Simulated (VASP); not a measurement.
# AlPt2 in VASP: single point with PBE

Aim: the single point of AlPt2 with PBE.

Everything below comes from runs of VASP 6.6.1. Logs are shortened: lines on timing, memory, paths and dates and some standing lists are left out, and cuts for length are marked.

## (1) The cell of the first run

The cell holds a disordered packing, 24 atoms: a = 7.597 Å, b = 7.254 Å, c = 7.233 Å, α = 100.50°, β = 92.42°, γ = 75.75°.

## (2) Single point, PBE

Contents of INCAR:

```
SYSTEM = AlPt2
ALGO = Normal ; EDIFF = 1E-6
ENCUT = 520 ; GGA = PE
ISIF = 2 ; ISMEAR = 0
LASPH = .TRUE. ; LCHARG = .FALSE.
LREAL = Auto ; LUSENCCL = .FALSE.
LWAVE = .FALSE. ; NBANDS = 110
NELM = 80 ; PREC = Accurate
SIGMA = 0.1
```

Contents of KPOINTS:

```
k-points
0
G
  3 3 4
  0 0 0
```

Contents of POSCAR:

```
AlPt2
1.0
    7.5445210000      0.8854220000     -0.1118650000
    0.9480580000      7.1591920000     -0.6786930000
   -0.1255620000     -0.6362120000      7.2036390000
Al Pt
8 16
Direct
    0.8411194676      0.3474136485      0.2613397997
    0.2203775589      0.1040981231      0.1507067165
    0.0172903512      0.6882525400      0.0935222081
    0.4508556477      0.3931272204      0.6375624525
    0.8558785804      0.6682092632      0.6088648387
    0.4547663840      0.8302080025      0.7643751107
    0.0392707781      0.0291492500      0.6975144324
    0.1898175937      0.6884788261      0.4318006102
    0.9841526564      0.3271526724      0.9609924571
    0.5812201705      0.1649625115      0.2939550923
    0.7961851728      0.3431788978      0.6176075853
    0.3462354074      0.9651935496      0.4562448933
    0.3798395312      0.7586309810      0.0848766771
    0.1717117309      0.6764477120      0.7727393957
    0.3160542095      0.1790422894      0.8095439755
    0.5332196341      0.5592810573      0.3862490086
    0.7319164937      0.7816545655      0.2954092963
    0.1288636618      0.3619990640      0.4839869090
    0.7183379436      0.6483508687      0.9192840898
    0.6667392522      0.0198158164      0.6352666021
    0.9832318109      0.0021140604      0.3440883789
    0.8557768400      0.9824034672      0.9665886495
    0.6015423713      0.3315923334      0.9645385619
    0.2811655820      0.4253488161      0.1562907758
```

Potentials or basis: VASP PAW PBE potentials, release 64 (Al, Pt).

The run is started by

```bash
$ cat potpaw_PBE.64/Al/POTCAR potpaw_PBE.64/Pt/POTCAR > POTCAR
$ mpirun -np 1 vasp_std > vasp.out
```

OUTCAR:

```text
SYSTEM = AlPt2
   EDIFF = 1E-6
   ENCUT = 520
   GGA = PE
   ISIF = 2
   ISMEAR = 0
   LASPH = .TRUE.
   LREAL = Auto
   NELM = 80
   PREC = Accurate

 ion  position               nearest neighbor table
   1  0.841  0.347  0.261-   9 2.43  16 2.56  11 2.62  21 2.64  18 2.67  10 2.67  23 2.76  17 3.02
                             2 3.04  22 3.06   5 3.12
   2  0.220  0.104  0.151-  13 2.47  24 2.48   9 2.63  12 2.64  21 2.64  18 2.77  15 2.78  10 3.00
                             1 3.04  22 3.27
   3  0.017  0.688  0.094-  24 2.49  22 2.50  17 2.54  19 2.60  21 2.60  14 2.62   9 2.69   8 2.73
                            13 2.93
   4  0.451  0.393  0.638-  16 2.53  11 2.57  15 2.57  14 2.64  23 2.65  18 2.69  10 2.79  20 2.80
                             8 3.09   6 3.14  12 3.41
   5  0.856  0.668  0.609-  11 2.52  19 2.56  20 2.58  17 2.61  14 2.64  18 2.68   8 2.94  16 3.06
                             1 3.12  22 3.12   6 3.16   7 3.21
   6  0.455  0.830  0.764-  15 2.46  19 2.46  13 2.58  12 2.62  20 2.65  14 2.66  16 3.05   4 3.14
                             5 3.16   7 3.19   8 3.26
   7  0.039  0.029  0.698-  21 2.55  22 2.56   9 2.57  15 2.63  14 2.65  11 2.69   8 2.86  20 2.86
                            12 2.87   6 3.19   5 3.21  18 3.31
   8  0.190  0.688  0.432-  24 2.48  14 2.49  12 2.55  16 2.56  21 2.59  18 2.62   3 2.73   7 2.86
                             5 2.94   4 3.09  13 3.13   6 3.26
   9  0.984  0.327  0.961-   1 2.43   7 2.57   2 2.63  15 2.68   3 2.69  19 2.74  24 2.78  11 2.82
                            23 2.90  22 2.91
  10  0.581  0.165  0.294-   1 2.67  17 2.74  16 2.75   4 2.79  20 2.85  24 2.85  23 2.89  12 2.96
                             2 3.00  21 3.02  11 3.07  22 3.10
  11  0.796  0.343  0.618-   5 2.52   4 2.57   1 2.62   7 2.69  19 2.78  20 2.78  18 2.79   9 2.82
                            16 2.89  21 2.96  23 2.99  10 3.07
  12  0.346  0.965  0.456-   8 2.55   6 2.62   2 2.64  15 2.72  20 2.79  21 2.80  13 2.82   7 2.87
                            16 2.90  18 2.92  10 2.96  17 3.08   4 3.41
  13  0.380  0.759  0.085-   2 2.47   6 2.58  19 2.75  14 2.76  12 2.82  24 2.84  16 2.88   3 2.93
                            17 3.05  23 3.12   8 3.13
  14  0.172  0.676  0.773-   8 2.49   3 2.62   5 2.64   4 2.64   7 2.65   6 2.66  13 2.76  18 2.87
                            22 3.03
  15  0.316  0.179  0.810-   6 2.46   4 2.57   7 2.63   9 2.68  12 2.72  23 2.78  24 2.78   2 2.78
                            20 2.87  18 3.04
  16  0.533  0.559  0.386-   4 2.53   8 2.56   1 2.56  17 2.64  24 2.73  10 2.75  13 2.88  11 2.89
                            12 2.90   6 3.05   5 3.06  23 3.19
  17  0.732  0.782  0.295-   3 2.54   5 2.61  16 2.64  20 2.72  19 2.72  10 2.74  21 2.75   1 3.02
                            13 3.05  12 3.08  22 3.28
  18  0.129  0.362  0.484-   8 2.62   1 2.67   5 2.68   4 2.69   2 2.77  11 2.79  24 2.84  14 2.87
                            12 2.92  15 3.04  21 3.07   7 3.31
  19  0.718  0.648  0.919-   6 2.46   5 2.56   3 2.60  17 2.72  23 2.73   9 2.74  13 2.75  11 2.78
                            22 2.83
  20  0.667  0.020  0.635-   5 2.58   6 2.65  17 2.72  22 2.76  11 2.78  12 2.79   4 2.80  10 2.85
                             7 2.86  15 2.87  23 2.94  21 3.23
  21  0.983  0.002  0.344-   7 2.55   8 2.59   3 2.60   1 2.64   2 2.64  17 2.75  12 2.80  22 2.85
                            11 2.96  10 3.02  18 3.07  20 3.23
  22  0.856  0.982  0.967-   3 2.50   7 2.56  20 2.76  23 2.78  19 2.83  21 2.85   9 2.91  14 3.03
                             1 3.06  10 3.10   5 3.12   2 3.27  17 3.28
  23  0.602  0.332  0.965-   4 2.65  24 2.73  19 2.73   1 2.76  15 2.78  22 2.78  10 2.89   9 2.90
                            20 2.94  11 2.99  13 3.12  16 3.19
  24  0.281  0.425  0.156-   2 2.48   8 2.48   3 2.49  16 2.73  23 2.73  15 2.78   9 2.78  13 2.84
                            18 2.84  10 2.85

  LATTYP: Found a triclinic cell.
 ALAT       =     7.5971233382
 B/A-ratio  =     1.3513366010
 C/A-ratio  =     1.4480058577
 COS(alpha) =     0.0123851470
 COS(beta)  =     0.5559807705
 COS(gamma) =     0.7103076826

  Lattice vectors:

 A1 = (   7.5445210000,   0.8854220000,  -0.1118650000)
 A2 = (   7.4189590000,   0.2492100000,   7.0917740000)
 A3 = (   6.7220250000,  -5.6375580000,  -6.6368110000)

Analysis of symmetry for initial positions (statically):
=====================================================================
 Subroutine PRICEL returns:
 Original cell was already a primitive cell.

 Routine SETGRP: Setting up the symmetry group for a
 triclinic supercell.

 Subroutine GETGRP returns: Found  1 space group operations
 (whereof  1 operations were pure point group operations)
 out of a pool of  2 trial point group operations.

The static configuration has the point symmetry C_1 .

Analysis of symmetry for dynamics (positions and initial velocities):
=====================================================================
 Subroutine PRICEL returns:
 Original cell was already a primitive cell.

 Routine SETGRP: Setting up the symmetry group for a
 triclinic supercell.

 Subroutine GETGRP returns: Found  1 space group operations
 (whereof  1 operations were pure point group operations)
 out of a pool of  2 trial point group operations.

The dynamic configuration has the point symmetry C_1 .

 Subroutine INISYM returns: Found  1 space group operations
 (whereof  1 operations are pure point group operations),
 and found     1 'primitive' translations

----------------------------------------------------------------------------------------

                                     Primitive cell

[... 61 lines left out ...]
                24          24

----------------------------------------------------------------------------------------

 KPOINTS: k-points

Automatic generation of k-mesh.
 Grid dimensions read from file:
 generate k-points for:    3    3    4

 Generating k-lattice:

  Cartesian coordinates                     Fractional coordinates (reciprocal lattice)
     0.044880641 -0.005918726  0.000259555     0.333333333 -0.000000000  0.000000000
    -0.005535077  0.047683259  0.004114818    -0.000000000  0.333333333  0.000000000
     0.000131595  0.003300436  0.034998464     0.000000000 -0.000000000  0.250000000

  Length of vectors
     0.045269975  0.048179477  0.035153985

  Shift w.r.t. Gamma in fractional coordinates (k-lattice)
     0.000000000  0.000000000  0.000000000

 Subroutine IBZKPT returns following result:
 ===========================================

 Found     19 irreducible k-points:

 Following reciprocal coordinates:
            Coordinates               Weight
  0.000000  0.000000  0.000000      1.000000
  0.333333  0.000000  0.000000      2.000000
  0.000000  0.333333  0.000000      2.000000
  0.333333  0.333333  0.000000      2.000000
 -0.333333  0.333333  0.000000      2.000000
  0.000000  0.000000  0.250000      2.000000
[... 11 lines left out ...]
  0.333333  0.333333  0.500000      2.000000
 -0.333333  0.333333  0.500000      2.000000
   k-points           NKPTS =     19   k-points in BZ     NKDIM =     19   number of bands    NBANDS=    110
   number of dos      NEDOS =    301   number of ions     NIONS =     24
   total plane-waves  NPLWV = 174960
   dimension x,y,z NGX =    60 NGY =   54 NGZ =   54
   dimension x,y,z NGXF=   120 NGYF=  108 NGZF=  108
   ions per type =               8  16
   NGX,Y,Z   is equivalent  to a cutoff of  13.13, 12.38, 12.41 a.u.
   NGXF,Y,Z  is equivalent  to a cutoff of  26.26, 24.75, 24.82 a.u.
 SYSTEM =  AlPt2
   PREC   = accura    normal or accurate (medium, high low for compatibility)
   ISTART =      0    job   : 0-new  1-cont  2-samecut
   ICHARG =      2    charge: 1-file 2-atom 10-const
   ISPIN  =      1    spin polarized calculation?
   LNONCOLLINEAR =      F non collinear calculations
   LSORBIT =      F    spin-orbit coupling
   LASPH  =      T    aspherical Exc in radial PAW
   ENCUT  =  520.0 eV  38.22 Ry    6.18 a.u.  14.13 13.49 13.45*2*pi/ulx,y,z
   NELM   =     80;   NELMIN=  2; NELMDL= -5     # of ELM steps
   EDIFF  = 0.1E-05   stopping-criterion for ELM
   LREAL  =      T    real-space projection
   EDIFFG = 0.1E-04   stopping-criterion for IOM
   NSW    =      0    number of steps for IOM
   IBRION =     -1    ionic relax: 0-MD 1-quasi-New 2-CG
   NFREE  =      0    steps in history (QN), initial steepest desc. (CG)
   ISIF   =      2    stress and relaxation
   ISYM   =      2    0-nonsym 1-usesym 2-fastsym
   POTIM  = 0.5000    time-step for ionic-motion
   TEBEG  =    0.0;   TEEND  =   0.0 temperature during run
   PSTRESS=    0.0 pullay stress
   NELECT =     184.0000    total number of electrons
   NUPDOWN=      -1.0000    fix difference up-down
   EMIN   =  10.00;   EMAX   =-10.00  energy-range for DOS
   EFERMI =   0.00;   METHOD = LEGACY
   ISMEAR =     0;   SIGMA  =   0.10  broadening in eV -4-tet -1-fermi 0-gaus
   EFERMI_NEDOS =   21; number of points for ismear=-14 and -15
   IALGO  =     38    algorithm
   IMIX   =      4    mixing-type and parameters
     AMIX     =   0.40;   BMIX     =  1.00
     AMIX_MAG =   1.60;   BMIX_MAG =  1.00
  volume/ion in A,a.u.               =      15.83       106.80
  Fermi-wavevector in a.u.,A,eV,Ry     =   1.285739  2.429694 22.492117  1.653124
  Thomas-Fermi vector in A             =   2.417855
   LORBIT       =      0    0 simple, 1 ext, 2 COOP (PROOUT), +10 PAW based schemes
   GGA     = PE    functional components
   LHFCALC =     F    Hartree Fock is set to
   AEXX    =    0.0000 exact exchange contribution
   IVDW    =     0    specifies the selected vdW correction
   LEPSILON=     F    determine dielectric tensor
   LRPA    =     F    only Hartree local field effects (RPA)
 non-spin polarized calculation
 Gauss-broadening in eV      SIGMA  =   0.10
  energy-cutoff  :      520.00
  volume of cell :      379.83
 maximum number of plane-waves:     10257
 NGX is ok and might be reduce to    60
   NGX = 29   NGY = 27   NGZ = 27

 number of electron     183.9999997 magnetization

 Free energy of the ion-electron system (eV)
  ---------------------------------------------------
  ext. energy  EPLUGINS =         0.00000000
  ---------------------------------------------------
  free energy    TOTEN  =      -142.69572783 eV

  energy without entropy =     -142.64145682  energy(sigma->0) =     -142.66859232

 E-fermi :   9.5773     XC(G=0): -12.1665

 val. band max:        9.5690605846   @ k =   0.3333   0.0000   0.0000
 cond. band min:       9.5858973465   @ k =   0.3333   0.3333   0.0000
 fundamental gap:      0.0168367619
 Fermi energy:         9.5772904943

 k-point     1 :       0.0000    0.0000    0.0000
  band No.  band energies     occupation
      1      -0.7513      2.00000
      2       1.8282      2.00000
      3       1.9337      2.00000
      4       2.0352      2.00000
      5       2.0714      2.00000
      6       2.3664      2.00000
[... 2022 lines left out ...]
    103      12.1084      0.00000
    104      12.3781      0.00000
 [bands above 104 left out]

------------------------ aborting loop because EDIFF is reached ----------------------------------------

  FORCE on cell =-STRESS in cart. coord.  units (eV):
  Direction    XX          YY          ZZ          XY          YZ          ZX
  --------------------------------------------------------------------------------------
  -------------------------------------------------------------------------------------
  Total       -0.1648890     -0.1244798     -0.9046310      0.3985015     -0.3788457     -0.5844116
  in kB       -0.6955334     -0.5250800     -3.8159077      1.6809561     -1.5980441     -2.4651606
  external PRESSURE =      -1.6788403 kB  Pullay stress =       0.0000000 kB

 VOLUME and BASIS-vectors are now :
 -----------------------------------------------------------------------------
  energy-cutoff  :      520.00
  volume of cell :      379.83
      direct lattice vectors                 reciprocal lattice vectors
     7.544521000  0.885422000 -0.111865000     0.134641923 -0.017756177  0.000778664
     0.948058000  7.159192000 -0.678693000    -0.016605230  0.143049777  0.012344455
    -0.125562000 -0.636212000  7.203639000     0.000526382  0.013201743  0.139993856

 POSITION                                       TOTAL-FORCE (eV/Angst)
 -----------------------------------------------------------------------------------
      6.64240      3.06568      1.55272        -0.168635      0.056604     -0.021481
      1.74241      0.84450      0.99033        -0.117148     -0.189293     -0.078142
      0.77121      4.88314      0.20465        -0.006872     -0.024131     -0.223925
      3.69414      2.80805      4.27552        -0.087706     -0.188574     -0.040247
      7.01424      5.15429      3.83679        -0.099488      0.137952      0.003211
      4.12210      5.85997      4.89195        -0.029381     -0.055335     -0.096401
[... 16 lines left out ...]
      4.73161      2.29290      6.65585         0.232955      0.070757     -0.131101
      2.50489      3.19467      0.80573        -0.050409      0.097272     -0.067991
 -----------------------------------------------------------------------------------
    total drift:                               -0.000934      0.009929     -0.004961

  FREE ENERGIE OF THE ION-ELECTRON SYSTEM (eV)
  ---------------------------------------------------
  free  energy   TOTEN  =      -142.6957278331 eV

  energy  without entropy=     -142.6414568154  energy(sigma->0) =     -142.66859232
```

Wall time 2.2 min (1 × NVIDIA H100 80GB with 1 thread of AMD EPYC 7R13 (Zen 3), shared host); peak memory 1.8 GiB.

What came out:

| Item | Value |
| --- | --- |
| Free energy | -142.6957 eV |
| Pressure | -0.2 GPa |
| Largest force | 0.432 eV/Å |
| Band gap on the k mesh | zero (bands 92 and 93 overlap by 0.22 eV) |

Forces in eV/Å, atoms in the order of the input:
```
Al  -0.169  0.057 -0.021
Al  -0.117 -0.189 -0.078
Al  -0.007 -0.024 -0.224
Al  -0.088 -0.189 -0.040
Al  -0.099  0.138  0.003
Al  -0.029 -0.055 -0.096
Al   0.004  0.076  0.019
Al   0.061  0.042 -0.019
Pt   0.134 -0.174 -0.079
Pt  -0.036 -0.015  0.019
Pt  -0.183  0.044  0.046
Pt   0.098 -0.155 -0.130
Pt   0.044 -0.003 -0.028
Pt   0.060  0.005  0.018
Pt  -0.148  0.111  0.060
Pt  -0.081  0.298  0.204
Pt   0.201  0.051  0.156
Pt  -0.045 -0.122  0.076
Pt   0.102  0.015  0.030
Pt  -0.111 -0.208  0.362
Pt   0.160  0.081  0.154
Pt   0.067  0.049 -0.233
Pt   0.233  0.071 -0.131
Pt  -0.050  0.097 -0.068
```

Stress tensor (GPa, compression positive):
```
-0.07  0.17 -0.25
 0.17 -0.05 -0.16
-0.25 -0.16 -0.38
```

Levels at points of the mesh, in eV from the Fermi level:
| k point | band 88 | band 89 | band 90 | band 91 | band 92 | band 93 | band 94 | band 95 | band 96 | band 97 |
| --- | --- | --- | --- | --- | --- | --- | --- | --- | --- | --- |
| (0.00, 0.00, 0.00) | -0.65 | -0.59 | -0.40 | -0.36 | -0.09 | 0.17 | 0.27 | 0.51 | 0.52 | 0.92 |
| (0.00, 0.00, 0.50) | -0.72 | -0.67 | -0.46 | -0.34 | -0.22 | 0.04 | 0.26 | 0.44 | 0.60 | 0.79 |

Caveat: the atoms stand as in a frame of molecular dynamics; spin-orbit coupling is left out, which moves the levels of the heavy elements.
